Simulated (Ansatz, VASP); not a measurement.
One calculation of Li3Br, two programs

Contents of INCAR:

```
SYSTEM = Li3Br
  PREC = Accurate
  ENCUT = 600
  EDIFF = 1E-6
  ISMEAR = 0
  SIGMA = 0.1
  LREAL = .FALSE.
  LASPH = .TRUE.
  NELM = 60
  ALGO = Normal
  ISIF = 3
  LWAVE = .FALSE.
  LCHARG = .FALSE.
  GGA = PE
  IBRION = 2
  NSW = 90
  EDIFFG = -0.04
```

Contents of KPOINTS:

```
Automatic mesh
0
G
  6 4 4
  0 0 0
```

Contents of POSCAR:

```
Li3Br
1.0
    3.1551552500      0.0000000000      0.0000000000
    0.0000000000      4.4223996858      0.0000000000
   -0.9961931696      0.0000000000      4.8390099957
Li Br
3 1
Direct
    0.2628015504      0.7500000000      0.3333333333
    0.2628015504      0.2500000000      0.3333333333
    0.4846662601      0.0000000000      0.6666666667
    0.3333333333      0.0000000000      0.0000000000
```

Input for Ansatz:

```yaml
crystal:
  lattice:
    - [3.15515525, 0.0, 0.0]
    - [0.0, 4.4223996858, 0.0]
    - [-0.9961931696, 0.0, 4.8390099957]
  atoms:
    - { symbol: Li, position: [0.2628015504, 0.75, 0.3333333333] }
    - { symbol: Li, position: [0.2628015504, 0.25, 0.3333333333] }
    - { symbol: Li, position: [0.4846662601, 0.0, 0.6666666667] }
    - { symbol: Br, position: [0.3333333333, 0.0, 0.0] }
basis:
  ecutwfc: 420
kpoints:
  mp_grid: { grid: [6, 4, 4] }
hamiltonian:
  xc: pbe
scf:
  occupations: { method: gaussian, width: 0.1 }
  lower_state_search: "off"
output:
  forces: true
  stress: true
  eigenvalues: true
relax:
  adjacent_minimum: "off"
  f_tol: 0.04
  max_steps: 70
  cell: { stress_tol: 0.4 }
```

Alike in both runs: task relaxation of cell and atoms; functional PBE; k mesh 6 × 4 × 4; occupations gaussian, width 0.1 eV; no spin polarisation.

|  | VASP | Ansatz |
| --- | --- | --- |
| version | VASP 6.6.1 | Ansatz 0.2.0 |
| potentials or method | VASP PAW PBE potentials, release 64 (Li_sv, Br), cutoff 600 eV | scalar-relativistic, plane waves, PAW |
| valence electrons in the cell | 16 | 16 |

|  | VASP | Ansatz | Ansatz less VASP |
| --- | --- | --- | --- |
| gap on the k mesh at the Fermi level, each at its own relaxed structure (eV) | none | none | - |
| relaxed volume (Å³/atom) | 28.54 | 32.98 | +4.438 |
| relaxed cell length with the largest relative difference (Å) | 5.358 | 5.790 | +0.4325 |

A gap of «none» marks a metal or a gap that the smearing closes. One of these differences is far larger than is usual between the two programs; its cause wasn't traced.

Noted on VASP's run: the cutoff is short for stress, so the pressure is rough; the volume moved by over 15 % at a fixed basis, so the end points are rough.
